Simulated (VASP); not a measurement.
Set up this calculation in VASP 6.6.1, as the native input.

```yaml
Task: single point
Functional: r2SCAN
Potentials_or_basis: VASP PAW PBE potentials, release 64 (Rh_sv_GW)
Cutoff: 680 eV
k_mesh: 18 × 18 × 18
Occupations: gaussian, width 0.1 eV
Spin: no spin polarisation
Dipole_correction: no
Further_INCAR_settings: ALGO = Normal; EDIFF = 1e-06; NBANDS = 14
```

Rh:

```xyz
1
Lattice="0.0000 1.9000 1.9000 1.9000 0.0000 1.9000 1.9000 1.9000 0.0000" Properties=species:S:1:pos:R:3 pbc="T T T"
Rh    0.0000    0.0000    0.0000
```

The input as run:

POSCAR

```
Rh
1.0
    0.0000000000      1.9000206677      1.9000206677
    1.9000206677      0.0000000000      1.9000206677
    1.9000206677      1.9000206677      0.0000000000
Rh
1
Direct
    0.0000000000      0.0000000000      0.0000000000
```

INCAR.step1

```
ALGO = Normal ; EDIFF = 1E-5
ENCUT = 680 ; GGA = PE
GGA_COMPAT = False ; ISMEAR = 0
LASPH = True ; LCHARG = False
LREAL = False ; LWAVE = True
NBANDS = 14 ; NELM = 120
PREC = Accurate ; SIGMA = 0.1
```

INCAR.step2

```
ALGO = Normal ; EDIFF = 1E-6
ENCUT = 680 ; GGA_COMPAT = False
ISIF = 2 ; ISMEAR = 0
ISTART = 1 ; LASPH = True
LCHARG = False ; LMIXTAU = True
LREAL = False ; LWAVE = False
METAGGA = R2SCAN ; NBANDS = 14
NELM = 120 ; PREC = Accurate
SIGMA = 0.1
```

KPOINTS

```
k-points
0
Gamma
  18 18 18
```

Potentials or basis: VASP PAW PBE potentials, release 64 (Rh_sv_GW).

Command:

```console
$ cat potpaw_PBE.64/Rh_sv_GW/POTCAR > POTCAR
$ cp INCAR.step1 INCAR
$ mpirun -np 1 vasp_std > vasp.out
$ cp INCAR.step2 INCAR
$ mpirun -np 1 vasp_std > vasp.out
```

Results of the run:

```
Pressure               : 0.0 GPa
Band gap on the k mesh : zero (an odd number of electrons rules out a gap without spin polarisation)
```

Caveat: the PAW data sets were made with another functional, which shifts forces and pressure a little.

Wall time 3.3 min on 1 thread of AMD EPYC 7R43 64-Core Processor (Zen 3) (shared host), peak memory 0.17 GiB.
